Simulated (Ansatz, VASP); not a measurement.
Two plane-wave programs on GaN

```
Ga N
1.0
     3.18000    0.00000    0.00000
    -1.59000    2.75396    0.00000
     0.00000    0.00000    5.16600
Ga N
2 2
Direct
  0.33333 0.66667 0.00000
  0.66667 0.33333 0.50000
  0.33333 0.66667 0.37500
  0.66667 0.33333 0.87500
```

Alike in both runs: task relaxation of cell and atoms; functional PBE; dispersion D4; k mesh 12 × 12 × 4; no spin polarisation.

```csv
,VASP,Ansatz
version,VASP 6.6.1,Ansatz 0.2.0
potentials or method,"VASP PAW PBE potentials, release 64 (Ga_d, N)","plane waves, PAW"
plane-wave cutoff (eV),600,420
occupations,"gaussian, width 0.01 eV",fixed
valence electrons in the cell,36,36
```

|  | VASP | Ansatz | Ansatz less VASP |
| --- | --- | --- | --- |
| relaxed volume (Å³/atom) | 11.39 | 11.40 | +0.006 |
| relaxed length of the cell vector where the two differ most in proportion (Å) | 3.184 | 3.185 | +0.0016 |
